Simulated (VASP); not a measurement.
Input of a VASP 6.6.1 run:

File INCAR:

```
SYSTEM = TlBTe2
PREC = Accurate
ENCUT = 500
EDIFF = 1E-6
ISMEAR = 0
SIGMA = 0.1
LREAL = .False.
LASPH = .True.
NELM = 120
ALGO = Normal
ISIF = 2
LWAVE = .False.
LCHARG = .False.
GGA = PE
NBANDS = 22
GGA_COMPAT = .False.
```

KPOINTS

```
regular mesh
0
Gamma
  6 6 2
  0 0 0
```

The input POSCAR:

```
TlBTe2
1.0
    3.9741511000      0.0000000000      0.0000000000
   -1.9870755500      3.4417158100      0.0000000000
    0.0000000000      0.0000000000      8.8857759000
Tl B Te
1 1 2
Direct
    0.3333333300      0.6666666700      0.5000000000
    0.0000000000      0.0000000000      0.5000000000
    0.3333333300      0.6666666700      0.8135926400
    0.3333333300      0.6666666700      0.1864073600
```

Potentials or basis: VASP PAW PBE potentials, release 64 (Tl_d, B, Te).

The run is started by

```bash
$ cat potpaw_PBE.64/Tl_d/POTCAR potpaw_PBE.64/B/POTCAR potpaw_PBE.64/Te/POTCAR > POTCAR
$ mpirun -np 1 vasp_std > vasp.out
```

Problem. Estimate the band gap on the k mesh.

Solution. Zero (bands 14 and 15 overlap by 2.09 eV).

Problem. Predict the largest force.

Solution. 1.595 eV/Å.

Problem. What does it give for the pressure?

Solution. 0.5 GPa.

Stress tensor (GPa, compression positive):
```
-2.04  0.00  0.00
 0.00 -2.04  0.00
 0.00  0.00  5.51
```

Caveat: spin-orbit coupling is left out, which moves the levels of the heavy elements; forces of over 1 eV/Å act on the atoms, so gaps and moduli don't describe the material at rest.
